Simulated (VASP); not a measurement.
Here is a VASP 6.6.1 calculation.

The input INCAR:

```
SYSTEM = LaO2F2
  PREC = Accurate
  ENCUT = 520
  EDIFF = 1E-7
  ISMEAR = 0
  SIGMA = 0.1
  LREAL = .False.
  LASPH = .True.
  NELM = 60
  ALGO = Normal
  ISIF = 2
  LWAVE = .False.
  LCHARG = .True.
  GGA = PE
  LELF = .True.
  LVHAR = .True.
  NBANDS = 48
```

Contents of KPOINTS:

```
Automatic mesh
0
Gamma
  4 4 6
  0 0 0
```

File POSCAR:

```
LaO2F2
1.0
    6.6283617200      0.0000000000      0.0000000000
    0.0000000000      6.6283617200      0.0000000000
    0.0000000000      0.0000000000      3.6269529600
La O F
2 4 4
Direct
    0.0000000000      0.0000000000      0.0000000000
    0.5000000000      0.5000000000      0.0000000000
    0.3747800000      0.8747800000      0.0000000000
    0.1252200000      0.3747800000      0.0000000000
    0.6252200000      0.1252200000      0.0000000000
    0.8747800000      0.6252200000      0.0000000000
    0.1731400000      0.6731400000      0.5000000000
    0.3268600000      0.1731400000      0.5000000000
    0.8268600000      0.3268600000      0.5000000000
    0.6731400000      0.8268600000      0.5000000000
```

Potentials or basis: VASP PAW PBE potentials, release 64 (La, O, F).

Launch:

```bash
$ cat potpaw_PBE.64/La/POTCAR potpaw_PBE.64/O/POTCAR potpaw_PBE.64/F/POTCAR > POTCAR
$ mpirun -np 1 vasp_std > vasp.out
```

(1) Estimate the band gap on the k mesh.

(2) What does it give for the pressure?

(3) Predict the largest force.

## Answers

(1) zero (bands 37 and 38 overlap by 0.28 eV).

(2) -15.1 GPa.

(3) 1.180 eV/Å.

Caveat: the stress differs along the axes, from -25 to 5 GPa; spin-orbit coupling is left out, which moves the levels of the heavy elements; forces of over 1 eV/Å act on the atoms, so gaps and moduli don't describe the material at rest.
